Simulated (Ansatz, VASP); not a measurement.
## Two plane-wave programs on WSe2

Contents of INCAR:

```
ALGO = Normal ; EDIFF = 1E-6
ENCUT = 500 ; GGA = PE
GGA_COMPAT = F ; ISIF = 2
ISMEAR = 0 ; LASPH = T
LCHARG = F ; LREAL = F
LWAVE = F ; NBANDS = 20
NELM = 120 ; PREC = Accurate
SIGMA = 0.02
```

The input KPOINTS:

```
k-points
0
Gamma
  9 9 2
```

The input POSCAR:

```
WSe2
1.0
    3.2271588206      0.0000000000      0.0000000000
   -1.6135794103      2.7948015206      0.0000000000
    0.0000000000      0.0000000000     16.4522477797
W Se
1 2
Direct
    0.0000000000      0.0000000000      0.0000000000
    0.3333333300      0.6666666700      0.1041978577
    0.3333333300      0.6666666700      0.8958021423
```

Input for Ansatz:

```yaml
crystal:
  lattice:
    - [3.2271588206, 0.0, 0.0]
    - [-1.6135794103, 2.7948015206, 0.0]
    - [0.0, 0.0, 16.4522477797]
  atoms:
    - { symbol: W, position: [0.0, 0.0, 0.0] }
    - { symbol: Se, position: [0.33333333, 0.66666667, 0.1041978577] }
    - { symbol: Se, position: [0.33333333, 0.66666667, 0.8958021423] }
basis:
  ecutwfc: 420
kpoints:
  mp_grid: { grid: [9, 9, 2] }
hamiltonian:
  xc: pbe
scf:
  occupations: { method: gaussian, width: 0.02 }
output:
  forces: true
  stress: true
  eigenvalues: true
  populations: true
```

Alike in both runs: task single point; functional PBE; k mesh 9 × 9 × 2; occupations gaussian, width 0.02 eV; no spin polarisation.

```csv
,VASP,Ansatz
version,VASP 6.6.1,Ansatz 0.2.0
potentials or method,"VASP PAW PBE potentials, release 64 (W_sv, Se), cutoff 500 eV","scalar-relativistic, plane waves, PAW"
valence electrons in the cell,26,46
```

|  | VASP | Ansatz | Ansatz less VASP |
| --- | --- | --- | --- |
| gap on the k mesh at the Fermi level (eV) | 1.61 | 1.61 | -0.001 |
| least direct gap on the mesh (eV) | 1.94 | 1.94 | +0.003 |
| rms of the force components (eV/Å) | 0.019 | 0.004 | -0.0141 |

Atom by atom the forces differ by 0.023 eV/Å (rms over components). VASP's potentials hold 26 valence electrons a cell and Ansatz's 46, so a difference there can come from the potentials and not from the codes.

Spin-orbit coupling is off throughout.
